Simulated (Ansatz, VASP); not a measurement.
## One calculation of CdSe, two programs

File INCAR:

```
SYSTEM = CdSe
PREC     = Accurate       ! precision mode
ENCUT    = 520            ! plane-wave cutoff, eV
EDIFF    = 1E-6           ! SCF threshold, eV
ISMEAR   = -1             ! smearing method
SIGMA    = 0.03           ! smearing width, eV
LREAL    = .False.        ! projectors in reciprocal space
LASPH    = .True.         ! aspherical terms in the spheres
NELM     = 80             ! most SCF steps
ALGO     = Normal         ! electronic algorithm
ISIF     = 2              ! what is computed and relaxed
LWAVE    = .False.        ! write WAVECAR
LCHARG   = .False.        ! write CHGCAR
GGA      = CA             ! functional
NBANDS   = 16             ! bands
```

Contents of KPOINTS:

```
Automatic mesh
0
Gamma
  8 8 8
  0 0 0
```

File POSCAR:

```
CdSe
1.0
    0.0000000000      3.0496647307      3.0496647307
    3.0496647307      0.0000000000      3.0496647307
    3.0496647307      3.0496647307      0.0000000000
Cd Se
1 1
Direct
    0.0000000000      0.0000000000      0.0000000000
    0.2500000000      0.2500000000      0.2500000000
```

Input for Ansatz:

```yaml
crystal:
  lattice:
    - [0.0, 3.0496647307, 3.0496647307]
    - [3.0496647307, 0.0, 3.0496647307]
    - [3.0496647307, 3.0496647307, 0.0]
  atoms:
    - { symbol: Cd, position: [0.0, 0.0, 0.0] }
    - { symbol: Se, position: [0.25, 0.25, 0.25] }
kpoints:
  mp_grid: { grid: [8, 8, 8] }
  band_path:
    path:
      - [0.0, 0.0, 0.0]
      - [-0.5, -0.5, 0.0]
      - [-0.375, -0.375, 0.25]
      - [-0.375, 0.0, 0.375]
      - [0.0, 0.0, 0.0]
      - [0.0, 0.0, 0.5]
      - [-0.5, -0.25, 0.25]
      - [-0.5, -0.5, 0.0]
    npoints: 5
scf:
  occupations: { method: fermi_dirac, width: 0.03 }
hamiltonian:
  xc: lda
  pseudopotentials: { kind: all_electron, lapw: { basis_error: 0.001 } }
output:
  forces: true
  stress: true
  eigenvalues: true
```

Change from the starting cell: volume scaled by 0.98.

Alike in both runs: task single point; functional LDA; k mesh 8 × 8 × 8; occupations fermi-dirac, width 0.03 eV; no spin polarisation.

|  | VASP | Ansatz |
| --- | --- | --- |
| version | VASP 6.6.1 | Ansatz 0.2.0 |
| potentials or method | VASP PAW LDA potentials, release 64 (Cd, Se), cutoff 520 eV | all-electron LAPW, scalar-relativistic |

```tsv
	VASP	Ansatz	Ansatz less VASP
pressure (GPa)	-2.0	-2.4	-0.39
```

LDA's correlation is that of Perdew and Zunger in VASP and of Perdew and Wang (1992) in Ansatz. Ansatz ran all-electron here, and VASP with PAW potentials.
